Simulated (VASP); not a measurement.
Crystal: CaSe.

```
Ca Se
1.0
     0.00000    3.29469    3.29469
     3.29469    0.00000    3.29469
     3.29469    3.29469    0.00000
Ca Se
1 1
Direct
  0.00000 0.00000 0.00000
  0.25000 0.25000 0.25000
```

- Program: VASP 6.6.1
- Task: relaxation of cell and atoms
- Functional: LDA
- Potentials or basis: VASP PAW LDA potentials, release 64 (Ca_sv, Se)
- Cutoff: 600 eV
- k mesh: 6 × 6 × 6
- Occupations: fermi-dirac, width 0.02 eV
- Spin: no spin polarisation

At the start: pressure -2.4 GPa; volume 35.76 Å³/atom.

Task: How do energy, volume and symmetry change on relaxing?

Result: Over 3 steps the energy falls by 20.4 meV/atom and the volume is 33.21 Å³/atom (-7.1 %); space group F-43m (No. 216, to 0.1 Å) before and after.

Step by step:
| step | energy change (eV) | largest force (eV/Å) | pressure (GPa) | volume (Å³) |
| --- | --- | --- | --- | --- |
| 1 | 0.0000 | 0.0000 | -2.41 | 71.53 |
| 2 | -0.0406 | 0.0000 | 0.19 | 66.10 |
| 3 | -0.0408 | 0.0000 | 0.00 | 66.43 |

Final structure:
```yaml
crystal:
  lattice:
    - [0.00000, 3.21444, 3.21444]
    - [3.21444, 0.00000, 3.21444]
    - [3.21444, 3.21444, 0.00000]
  atoms:
    - { symbol: Ca, position: [0.00000, 0.00000, 0.00000] }
    - { symbol: Se, position: [0.25000, 0.25000, 0.25000] }
```
